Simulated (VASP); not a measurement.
Here is a VASP 6.6.1 calculation.

File INCAR:

```
SYSTEM = HfC
ALGO     = Normal         ! electronic algorithm
EDIFF    = 1E-6           ! SCF threshold, eV
EDIFFG   = -0.005         ! ionic threshold
ENCUT    = 600            ! plane-wave cutoff, eV
GGA      = PE             ! functional
IBRION   = 2              ! ionic algorithm
ISIF     = 3              ! what is computed and relaxed
ISMEAR   = -1             ! smearing method
LASPH    = .TRUE.         ! aspherical terms in the spheres
LCHARG   = .FALSE.        ! write CHGCAR
LREAL    = .FALSE.        ! projectors in reciprocal space
LWAVE    = .FALSE.        ! write WAVECAR
NELM     = 60             ! most SCF steps
NSW      = 60             ! ionic steps
PREC     = Accurate       ! precision mode
PSTRESS  = 2800.0       
SIGMA    = 0.05           ! smearing width, eV
```

The input KPOINTS:

```
k-points
0
G
  15 15 15
  0 0 0
```

The input POSCAR:

```
HfC
1.0
    2.4753132733      0.0000000000      0.0000000000
    0.0000000000      2.4753132733      0.0000000000
    0.0000000000      0.0000000000      2.4753132733
Hf C
1 1
Direct
    0.0000000000      0.0000000000      0.0000000000
    0.5000000000      0.5000000000      0.5000000000
```

Potentials or basis: VASP PAW PBE potentials, release 64 (Hf_pv, C).

Command:

```bash
$ cat potpaw_PBE.64/Hf_pv/POTCAR potpaw_PBE.64/C/POTCAR > POTCAR
$ mpirun -np 1 vasp_std > vasp.out
```

(1) Estimate the relaxed volume.

(2) What does it give for the space group after relaxing (to 0.1 Å)?

(3) Estimate the relaxed cell.

(4) Predict the band gap on the k mesh.

## Answers

(1) 7.36 Å³/atom.

(2) Pm-3m (No. 221).

(3) a = 2.450 Å, b = 2.450 Å, c = 2.450 Å, α = 90.00°, β = 90.00°, γ = 90.00°.

(4) zero (bands 7 and 8 overlap by 4.20 eV).

Caveat: the cell is relaxed towards a set pressure, so the run minimises the enthalpy, not the energy; spin-orbit coupling is left out, which moves the levels of the heavy elements.
